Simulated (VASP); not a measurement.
A run of VASP 6.6.1 is set up as follows.

INCAR

```
PREC = Accurate
ENCUT = 520
EDIFF = 1E-8
ISMEAR = 1
SIGMA = 0.05
LREAL = False
LASPH = True
NELM = 100
ALGO = Normal
ISIF = 2
LWAVE = False
LCHARG = False
GGA = PE
LEFG = True
NELECT = 67.0
NBANDS = 45
```

The input KPOINTS:

```
Automatic mesh
0
Gamma
  7 7 7
```

Contents of POSCAR:

```
LiNbO3
1.0
    2.5689010133      1.4831556916      4.4995700000
   -2.5689010133      1.4831556916      4.4995700000
    0.0000000000     -2.9663113832      4.4995700000
Li Nb O
2 2 6
Direct
    0.7500000000      0.7500000000      0.7500000000
    0.2500000000      0.2500000000      0.2500000000
    0.5000000000      0.5000000000      0.5000000000
    0.0000000000      0.0000000000      0.0000000000
    0.6243500000      0.8756500000      0.2500000000
    0.2500000000      0.6243500000      0.8756500000
    0.8756500000      0.2500000000      0.6243500000
    0.7500000000      0.3756500000      0.1243500000
    0.3756500000      0.1243500000      0.7500000000
    0.1243500000      0.7500000000      0.3756500000
```

Potentials or basis: VASP PAW PBE potentials, release 64 (Li_sv, Nb_sv, O).

Run with:

```console
$ cat potpaw_PBE.64/Li_sv/POTCAR potpaw_PBE.64/Nb_sv/POTCAR potpaw_PBE.64/O/POTCAR > POTCAR
$ mpirun -np 1 vasp_std > vasp.out
```

Problem. What does it give for the largest force?

Solution. 0.008 eV/Å.

Forces on the atoms (eV/Å):
```
Li   0.000  0.000  0.000
Li   0.000  0.000  0.000
Nb   0.000  0.000  0.000
Nb   0.000  0.000  0.000
O   -0.008  0.000  0.000
O    0.004 -0.007  0.000
O    0.004  0.007  0.000
O   -0.004  0.007  0.000
O    0.008  0.000  0.000
O   -0.004 -0.007  0.000
```

Caveat: the cell carries a net charge on a neutralising background, which shifts energy and pressure; without QUAD_EFG the Cq values of the log hold for a quadrupole moment of 1 mb, not for the nuclei; an odd number of electrons without spin polarisation forces a metal; a magnetic or distorted state may lie lower.
